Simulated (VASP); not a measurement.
AlN:

```xyz
4
Lattice="3.1540 0.0000 0.0000 -1.5770 2.7314 0.0000 0.0000 0.0000 5.0465" Properties=species:S:1:pos:R:3 pbc="T T T"
Al    1.5770    0.9105    2.5233
Al    0.0000    1.8209    0.0000
N     1.5770    0.9105    4.4410
N     0.0000    1.8209    1.9177
```

Base run:

```yaml
Program: VASP 6.6.1
Functional: PBE
Dispersion: D4
Potentials_or_basis: VASP PAW PBE potentials, release 64 (Al, N)
Cutoff: 520 eV
k_mesh: 10 × 10 × 6
Occupations: fermi-dirac, width 0.05 eV
Spin: no spin polarisation
```

Its results: band gap on the k mesh 3.88 eV, direct; pressure -8.4 GPa; largest force 0.099 eV/Å.

Task: The run is repeated on the same cell with these changes: functional from PBE to RPBE. What comes out?

Result: Band gap on the k mesh 3.93 eV, direct; pressure -10.8 GPa; largest force 0.096 eV/Å.

Caveats: the PAW data sets were made with another functional, which shifts forces and pressure a little (some runs).

